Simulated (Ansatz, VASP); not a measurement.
One calculation of ScAl3, two programs

Contents of INCAR:

```
PREC = Accurate
ENCUT = 520
EDIFF = 1E-6
ISMEAR = 0
SIGMA = 0.05
LREAL = False
LASPH = True
NELM = 80
ALGO = Normal
ISIF = 2
LWAVE = False
LCHARG = False
GGA = PE
NBANDS = 18
```

File KPOINTS:

```
Automatic mesh
0
Gamma
  6 6 6
```

POSCAR

```
ScAl3
1.0
    4.1415996674      0.0000000000      0.0000000000
    0.0000000000      4.1415996674      0.0000000000
    0.0000000000      0.0000000000      4.1415996674
Sc Al
1 3
Direct
    0.0000000000      0.0000000000      0.0000000000
    0.5000000000      0.0000000000      0.5000000000
    0.0000000000      0.5000000000      0.5000000000
    0.5000000000      0.5000000000      0.0000000000
```

Input for Ansatz:

```yaml
crystal:
  lattice:
    - [4.141599667393403, 0.0, 0.0]
    - [0.0, 4.141599667393403, 0.0]
    - [0.0, 0.0, 4.141599667393403]
  atoms:
    - { symbol: Sc, position: [0.0, 0.0, 0.0] }
    - { symbol: Al, position: [0.5, 0.0, 0.5] }
    - { symbol: Al, position: [0.0, 0.5, 0.5] }
    - { symbol: Al, position: [0.5, 0.5, 0.0] }
basis:
  ecutwfc: 500.0
kpoints:
  mp_grid:
    grid: [6, 6, 6]
hamiltonian:
  xc: pbe
scf:
  occupations:
    method: gaussian
    width: 0.05
output:
  stress: true
```

Alike in both runs: task single point; functional PBE; k mesh 6 × 6 × 6; occupations gaussian, width 0.05 eV; no spin polarisation.

```csv
,VASP,Ansatz
version,VASP 6.6.1,Ansatz 0.2.0
potentials or method,"VASP PAW PBE potentials, release 64 (Sc_sv, Al), cutoff 520 eV","plane waves, PAW"
valence electrons in the cell,20,20
```

|  | VASP | Ansatz | Ansatz less VASP |
| --- | --- | --- | --- |
| pressure (GPa) | -2.3 | -2.3 | -0.01 |

With one functional, cell and mesh, what is left measures potentials, basis and numerics.
